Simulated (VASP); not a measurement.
# Be3Se2 (P6/mmm) in VASP: notebook, part 2 of 2

VASP 6.6.1. The steps go on from the part before.

## 3. Relaxation of cell and atoms, PBE

This run uses another cell than the first one, of 28.13 Å³/atom, 0.876 times its volume.

Input file INCAR:

```
SYSTEM = Be3Se2
ALGO = Normal ; EDIFF = 1E-7
EDIFFG = -0.01 ; ENCUT = 600
GGA = PE ; IBRION = 2
ISIF = 3 ; ISMEAR = 0
LASPH = .TRUE. ; LCHARG = .FALSE.
LREAL = .FALSE. ; LWAVE = .FALSE.
NELM = 100 ; NSW = 100
PREC = Accurate ; SIGMA = 0.1
```

Input file KPOINTS:

```
k-points
0
G
  6 6 12
  0 0 0
```

Input file POSCAR:

```
Be3Se2
1.0
    7.4561541182      0.0000000000      0.0000000000
   -3.7280770591      6.4572188809      0.0000000000
    0.0000000000      0.0000000000      2.9212901149
Be Se
3 2
Direct
    0.5000000000      0.0000000000      0.0000000000
    0.0000000000      0.5000000000      0.0000000000
    0.5000000000      0.5000000000      0.0000000000
    0.3333333333      0.6666666667      0.0000000000
    0.6666666667      0.3333333333      0.0000000000
```

Potentials or basis: VASP PAW PBE potentials, release 64 (Be, Se).

Started as:

```
> cat potpaw_PBE.64/Be/POTCAR potpaw_PBE.64/Se/POTCAR > POTCAR
> mpirun -np 1 vasp_std > vasp.out
```

It took 7.9 min on 1 thread of AMD EPYC 9R45 (Zen 5), shared host; peak memory 0.33 GiB.

The run converged. Its results:

| Quantity | Value |
| --- | --- |
| Free energy | -14.6230 eV |
| Relaxed volume | 32.16 Å³/atom |
| Relaxed cell | a = 7.201 Å, b = 7.201 Å, c = 3.581 Å, α = 90.00°, β = 90.00°, γ = 120.00° |
| Space group after relaxing (to 0.05 Å) | P6/mmm (No. 191) |
| Energy gained by relaxing | 153.6 meV/atom |
| Ionic steps | 11 |
| Pressure after relaxing | 0.0 GPa |
| Band gap on the k mesh | zero (band 9 reaches 1.45 eV, above the bottom of band 10 at 0.82 eV) |

Step by step:
| step | energy change (eV) | largest force (eV/Å) | pressure (GPa) | volume (Å³) |
| --- | --- | --- | --- | --- |
| 1 | 0.0000 | 0.0000 | 0.38 | 140.65 |
| 2 | -0.0270 | 0.0000 | 0.44 | 141.99 |
| 3 | -0.1851 | 0.0000 | 0.45 | 145.95 |
| 4 | -0.5987 | 0.0000 | -0.17 | 153.59 |
| 5 | -0.7450 | 0.0000 | -0.15 | 167.72 |
| 6 | -0.7624 | 0.0000 | -0.33 | 165.02 |
| 7 | -0.7649 | 0.0000 | -0.41 | 163.29 |
| 8 | -0.7011 | 0.0000 | 1.71 | 156.88 |
| 9 | -0.7675 | 0.0000 | -0.11 | 162.24 |
| 10 | -0.7675 | 0.0000 | -0.10 | 162.20 |
| 11 | -0.7682 | 0.0000 | 0.00 | 160.82 |

Final structure:
```xyz
5
Lattice="7.2013 0.0000 0.0000 -3.6006 6.2365 0.0000 0.0000 0.0000 3.5808" Properties=species:S:1:pos:R:3 pbc="T T T"
Be    3.6006    0.0000    0.0000
Be   -1.8003    3.1182    0.0000
Be    1.8003    3.1182    0.0000
Se    0.0000    4.1577    0.0000
Se    3.6006    2.0788    0.0000
```

Levels at points of the mesh, in eV from the Fermi level:
```tsv
k point	band 5	band 6	band 7	band 8	band 9	band 10	band 11	band 12	band 13
(0.00, 0.00, 0.00)	-6.08	-6.08	-2.64	-1.80	-1.16	0.07	0.07	2.72	2.97
(0.50, 0.00, 0.00)	-6.22	-5.88	-2.40	-2.13	-0.52	0.18	0.20	1.37	1.47
(0.00, 0.00, 0.50)	-5.70	-5.70	-5.69	-4.52	-0.49	-0.49	0.83	1.03	1.03
(0.50, 0.00, 0.50)	-5.72	-5.53	-5.38	-5.01	-0.55	0.38	0.66	1.22	1.61
```

Caveat: this functional lacks dispersion, which binds the layers, so the pressure and a relaxed spacing across them are unreliable.

## 4. Single point, PBE

This run uses another cell than the first one, of 14.95 Å³/atom, 0.466 times its volume.

Input file INCAR:

```
SYSTEM = Be3Se2
PREC = Accurate
ENCUT = 520
EDIFF = 1E-6
ISMEAR = 0
SIGMA = 0.1
LREAL = .False.
LASPH = .True.
NELM = 80
ALGO = Normal
ISIF = 2
LWAVE = .False.
LCHARG = .False.
GGA = PE
NBANDS = 17
```

Input file KPOINTS:

```
Automatic mesh
0
Gamma
  3 3 6
  0 0 0
```

Input file POSCAR:

```
Be3Se2
1.0
    5.8580879600      0.0000000000      0.0000000000
   -2.9290439800      5.0732529900      0.0000000000
    0.0000000000      0.0000000000      2.5150548300
Be Se
3 2
Direct
    0.5000000000      0.0000000000      0.0000000000
    0.0000000000      0.5000000000      0.0000000000
    0.5000000000      0.5000000000      0.0000000000
    0.3333333300      0.6666666700      0.0000000000
    0.6666666700      0.3333333300      0.0000000000
```

Potentials or basis: VASP PAW PBE potentials, release 64 (Be, Se).

Started as:

```
> cat potpaw_PBE.64/Be/POTCAR potpaw_PBE.64/Se/POTCAR > POTCAR
> mpirun -np 1 vasp_std > vasp.out
```

OUTCAR:

```text
SYSTEM = Be3Se2
   PREC = Accurate
   ENCUT = 520
   EDIFF = 1E-6
   ISMEAR = 0
   LREAL = .False.
   LASPH = .True.
   NELM = 80
   ISIF = 2
   GGA = PE

 ion  position               nearest neighbor table
   1  0.500  0.000  0.000-   4 1.69   5 1.69
   2  0.000  0.500  0.000-   4 1.69   5 1.69
   3  0.500  0.500  0.000-   4 1.69   5 1.69
   4  0.333  0.667  0.000-   1 1.69   2 1.69   3 1.69
   5  0.667  0.333  0.000-   1 1.69   2 1.69   3 1.69

  LATTYP: Found a hexagonal cell.
[... 428 lines left out ...]
  --------------------------------------------------------------------------------------
  -------------------------------------------------------------------------------------
  Total       47.2445469     47.2445469     21.4606812      0.0000000      0.0000000      0.0000000
  in kB     1012.6804015   1012.6804011    460.0067672      0.0000000      0.0000000      0.0000000
  external PRESSURE =     828.4558566 kB  Pullay stress =       0.0000000 kB

 VOLUME and BASIS-vectors are now :
 -----------------------------------------------------------------------------
  energy-cutoff  :      520.00
  volume of cell :       74.75
      direct lattice vectors                 reciprocal lattice vectors
     5.858087960  0.000000000  0.000000000     0.170704163  0.098556094  0.000000000
    -2.929043980  5.073252990  0.000000000     0.000000000  0.197112189  0.000000000
     0.000000000  0.000000000  2.515054830     0.000000000  0.000000000  0.397605646

 POSITION                                       TOTAL-FORCE (eV/Angst)
 -----------------------------------------------------------------------------------
      2.92904      0.00000      0.00000        -0.000000      0.000000      0.000000
     -1.46452      2.53663      0.00000        -0.000000      0.000000      0.000000
      1.46452      2.53663      0.00000        -0.000000      0.000000      0.000000
     -0.00000      3.38217      0.00000         0.000000      0.000000      0.000000
      2.92904      1.69108      0.00000        -0.000000      0.000000     -0.000000
 -----------------------------------------------------------------------------------
    total drift:                               -0.000000      0.000000      0.000000

  FREE ENERGIE OF THE ION-ELECTRON SYSTEM (eV)
  ---------------------------------------------------
  free  energy   TOTEN  =        -3.7096582344 eV

  energy  without entropy=       -3.6959873435  energy(sigma->0) =       -3.70282279
```

Run time: 7.5 s. Hardware: 1 thread of Intel Xeon 6975P-C (Granite Rapids), shared host; peak memory 0.2 GiB.

Results:

```
Free energy            : -3.7097 eV
Pressure               : 82.8 GPa
Band gap on the k mesh : zero (band 9 reaches 6.40 eV, above the bottom of band 10 at 3.09 eV)
```

Levels at points of the mesh, in eV from the Fermi level:
```tsv
k point	band 7	band 8	band 9	band 10	band 11	band 12
(0.00, 0.00, 0.00)	-0.68	-0.43	-0.43	1.32	3.45	3.74
(0.00, 0.00, 0.50)	-5.43	-5.43	-2.49	-2.49	2.55	2.55
```

Caveat: the k points lie up to 0.42 Å⁻¹ apart.

## 5. Single point, PBE

This run uses another cell than the first one, of 28.13 Å³/atom, 0.876 times its volume.

Input file INCAR:

```
ALGO = Normal
EDIFF = 1E-6
ENCUT = 520
GGA = PE
ISIF = 2
ISMEAR = 0
LASPH = T
LCHARG = T
LELF = T
LREAL = F
LVHAR = T
LWAVE = F
NBANDS = 17
NELM = 60
PREC = Accurate
SIGMA = 0.1
```

Input file KPOINTS:

```
k-points
0
Gamma
  3 3 6
```

Input file POSCAR:

```
Be3Se2
1.0
    7.4561541182      0.0000000000      0.0000000000
   -3.7280770591      6.4572188809      0.0000000000
    0.0000000000      0.0000000000      2.9212901149
Be Se
3 2
Direct
    0.5000000000      0.0000000000      0.0000000000
    0.0000000000      0.5000000000      0.0000000000
    0.5000000000      0.5000000000      0.0000000000
    0.3333333333      0.6666666667      0.0000000000
    0.6666666667      0.3333333333      0.0000000000
```

Started as:

```
> cat potpaw_PBE.64/Be/POTCAR potpaw_PBE.64/Se/POTCAR > POTCAR
> mpirun -np 1 vasp_std > vasp.out
```

Run time: 15 s. Hardware: 1 thread of Intel Xeon 6975P-C (Granite Rapids), shared host; peak memory 0.24 GiB.

Results (log left out):

```yaml
Free_energy: -13.9859 eV
Pressure: 0.1 GPa
Band_gap_on_the_k_mesh: zero (band 9 reaches 1.69 eV, above the bottom of band 10 at 0.48 eV)
```

Stress tensor (GPa, compression positive):
```
0.14 0.00 0.00
0.00 0.14 0.00
0.00 0.00 0.04
```

Levels at points of the mesh, in eV from the Fermi level:
| k point | band 7 | band 8 | band 9 | band 10 | band 11 | band 12 |
| --- | --- | --- | --- | --- | --- | --- |
| (0.00, 0.00, 0.00) | -1.69 | -0.05 | -0.05 | 0.37 | 0.95 | 2.20 |
| (0.00, 0.00, 0.50) | -4.71 | -4.71 | -1.11 | -1.11 | 1.77 | 2.08 |

## 6. Relaxation of cell and atoms, PBE

This run uses another cell than the first one, of 14.95 Å³/atom, 0.466 times its volume.

Input file INCAR:

```
SYSTEM = Be3Se2
ALGO = Normal
EDIFF = 1E-7
EDIFFG = -0.04
ENCUT = 600
GGA = PE
IBRION = 2
ISIF = 3
ISMEAR = 0
LASPH = .TRUE.
LCHARG = .FALSE.
LREAL = .FALSE.
LWAVE = .FALSE.
NELM = 80
NSW = 90
PREC = Accurate
SIGMA = 0.1
```

Input file KPOINTS:

```
k-points
0
G
  3 3 6
  0 0 0
```

Input file POSCAR:

```
Be3Se2
1.0
    5.8580879600      0.0000000000      0.0000000000
   -2.9290439800      5.0732529900      0.0000000000
    0.0000000000      0.0000000000      2.5150548300
Be Se
3 2
Direct
    0.5000000000      0.0000000000      0.0000000000
    0.0000000000      0.5000000000      0.0000000000
    0.5000000000      0.5000000000      0.0000000000
    0.3333333300      0.6666666700      0.0000000000
    0.6666666700      0.3333333300      0.0000000000
```

Potentials or basis: VASP PAW PBE potentials, release 64 (Be, Se).

Started as:

```
> cat potpaw_PBE.64/Be/POTCAR potpaw_PBE.64/Se/POTCAR > POTCAR
> mpirun -np 1 vasp_std > vasp.out
```

Wall time 52 s (1 thread of Intel Xeon 6975P-C (Granite Rapids), shared host); peak memory 0.21 GiB.

The run converged. Its results:

- Free energy: -13.9801 eV
- Relaxed volume: 28.11 Å³/atom
- Relaxed cell: a = 7.452 Å, b = 7.452 Å, c = 2.922 Å, α = 90.00°, β = 90.00°, γ = 120.00°
- Space group after relaxing (to 0.05 Å): P6/mmm (No. 191)
- Energy gained by relaxing: 2054.0 meV/atom
- Ionic steps: 8
- Pressure after relaxing: 0.1 GPa
- Band gap on the k mesh: zero (band 9 reaches 1.69 eV, above the bottom of band 10 at 0.49 eV)

Stress tensor (GPa, compression positive):
```
0.18 0.00 0.00
0.00 0.18 0.00
0.00 0.00 0.01
```

Step by step:
| step | energy change (eV) | largest force (eV/Å) | pressure (GPa) | volume (Å³) |
| --- | --- | --- | --- | --- |
| 1 | 0.0000 | 0.0000 | 82.84 | 74.75 |
| 2 | -9.1479 | 0.0000 | -4.71 | 191.22 |
| 3 | -10.1972 | 0.0000 | 2.21 | 132.99 |
| 4 | -10.2225 | 0.0000 | -0.27 | 142.88 |
| 5 | -10.2309 | 0.0000 | 0.41 | 139.56 |
| 6 | -10.2297 | 0.0000 | 0.77 | 138.01 |
| 7 | -10.2678 | 0.0000 | 0.26 | 139.90 |
| 8 | -10.2699 | 0.0000 | 0.12 | 140.53 |

Final structure:
```
Be Se
1.0
     7.45212    0.00000    0.00000
    -3.72606    6.45373    0.00000
     0.00000    0.00000    2.92204
Be Se
3 2
Cartesian
  3.7261 0.0000 0.0000
  -1.8630 3.2269 0.0000
  1.8630 3.2269 0.0000
  0.0000 4.3025 0.0000
  3.7261 2.1512 0.0000
```

Levels at points of the mesh, in eV from the Fermi level:
```csv
k point,band 5,band 6,band 7,band 8,band 9,band 10,band 11,band 12,band 13
"(0.00, 0.00, 0.00)",-6.10,-6.10,-1.68,-0.05,-0.05,0.36,2.20,2.20,2.35
"(0.00, 0.00, 0.50)",-5.02,-5.02,-4.72,-4.72,-1.11,-1.11,1.78,2.20,2.20
```

Caveat: the k points lie up to 0.36 Å⁻¹ apart in the final cell; the volume moved by over 15 % at a fixed basis, so the end points are rough.

## 7. The runs side by side

```csv
task,cell,k mesh,cutoff (eV),gap on the mesh (eV),pressure (GPa),relaxed volume (Å³/atom)
single point,"a = 7.195, b = 7.195, c = 3.581 Å, angles 90.0, 90.0, 120.0°, 5 atoms",6 × 6 × 12,520,none,0.1,-
relaxation of cell and atoms,"relaxed from a = 7.456, b = 7.456, c = 2.921 Å, angles 90.0, 90.0, 120.0°, 5 atoms",6 × 6 × 12,600,none,0.0,32.16
single point,"a = 5.858, b = 5.858, c = 2.515 Å, angles 90.0, 90.0, 120.0°, 5 atoms",3 × 3 × 6,520,none,82.8,-
single point,"a = 7.456, b = 7.456, c = 2.921 Å, angles 90.0, 90.0, 120.0°, 5 atoms",3 × 3 × 6,520,none,0.1,-
relaxation of cell and atoms,"relaxed from a = 5.858, b = 5.858, c = 2.515 Å, angles 90.0, 90.0, 120.0°, 5 atoms",3 × 3 × 6,600,none,0.1,28.11
```

Alike in all rows: level PBE; potentials or basis VASP PAW PBE potentials, release 64 (Be, Se); no spin polarisation; smearing gaussian 0.1 eV.

Caveats: some runs use coarse meshes; this functional lacks dispersion, which binds the layers, so the pressure and a relaxed spacing across them are unreliable (some runs); the volume moved by over 15 % at a fixed basis, so the end points are rough (some runs).

Absolute energies hang on the potentials; compare differences alone.
